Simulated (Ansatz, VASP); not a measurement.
# Two plane-wave programs on KLaMgWO6

```
K La Mg W O
1.0
     0.00000    3.94765    3.94765
     3.94765    0.00000    3.94765
     3.94765    3.94765    0.00000
K La Mg W O
1 1 1 1 6
Direct
  0.75000 0.75000 0.75000
  0.25000 0.25000 0.25000
  0.00000 0.00000 0.00000
  0.50000 0.50000 0.50000
  0.74205 0.25795 0.25795
  0.25795 0.74205 0.74205
  0.74205 0.74205 0.25795
  0.25795 0.25795 0.74205
  0.25795 0.74205 0.25795
  0.74205 0.25795 0.74205
```

Alike in both runs: task single point; functional r2SCAN; k mesh 6 × 6 × 6; no spin polarisation.

|  | VASP | Ansatz |
| --- | --- | --- |
| version | VASP 6.6.1 | Ansatz 0.2.0 |
| potentials or method | VASP PAW PBE potentials, release 64 (K_sv, La, Mg, W_sv, O) | plane waves, PAW |
| plane-wave cutoff (eV) | 520 | 500 |
| occupations | gaussian, width 0.01 eV | fixed |
| valence electrons in the cell | 72 | 80 |

|  | VASP | Ansatz | Ansatz less VASP |
| --- | --- | --- | --- |
| gap on the k mesh at the Fermi level (eV) | 3.09 | 3.08 | -0.010 |
| pressure (GPa) | 1.0 | 0.0 | -0.97 |
| rms of the force components (eV/Å) | 0.122 | 0.000 | -0.1224 |

VASP's potentials were made for PBE, not for r2SCAN. Atom by atom the forces differ by 0.122 eV/Å (rms over components). One of these differences is far larger than is usual between the two programs; its cause wasn't traced. VASP's potentials hold 72 valence electrons a cell and Ansatz's 80, so a difference there can come from the potentials and not from the codes.

Neither program's run includes spin-orbit coupling.
